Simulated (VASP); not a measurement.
Here is a VASP 6.6.1 calculation.

File INCAR:

```
ALGO = Normal ; EDIFF = 1E-6
ENCUT = 520 ; GGA = RP
ISIF = 2 ; ISMEAR = -1
LASPH = True ; LCHARG = False
LREAL = False ; LWAVE = False
NBANDS = 12 ; NELM = 60
PREC = Accurate ; SIGMA = 0.1
```

Contents of KPOINTS:

```
k-points
0
Gamma
  17 17 17
```

The input POSCAR:

```
Cr
1.0
    0.0000000000      1.7751828969      1.7751828969
    1.7751828969      0.0000000000      1.7751828969
    1.7751828969      1.7751828969      0.0000000000
Cr
1
Direct
    0.0000000000      0.0000000000      0.0000000000
```

Potentials or basis: VASP PAW PBE potentials, release 64 (Cr_pv).

The run is started by

```bash
$ cat potpaw_PBE.64/Cr_pv/POTCAR > POTCAR
$ mpirun -np 1 vasp_std > vasp.out
```

(1) Estimate the band gap on the k mesh.

(2) Estimate the pressure.

Answers

(1) zero (band 6 reaches 14.00 eV, above the bottom of band 7 at 10.81 eV).

(2) 21.5 GPa.

Caveat: the PAW data sets were made with another functional, which shifts forces and pressure a little; the run has no spin polarisation, though such a crystal can be magnetic.
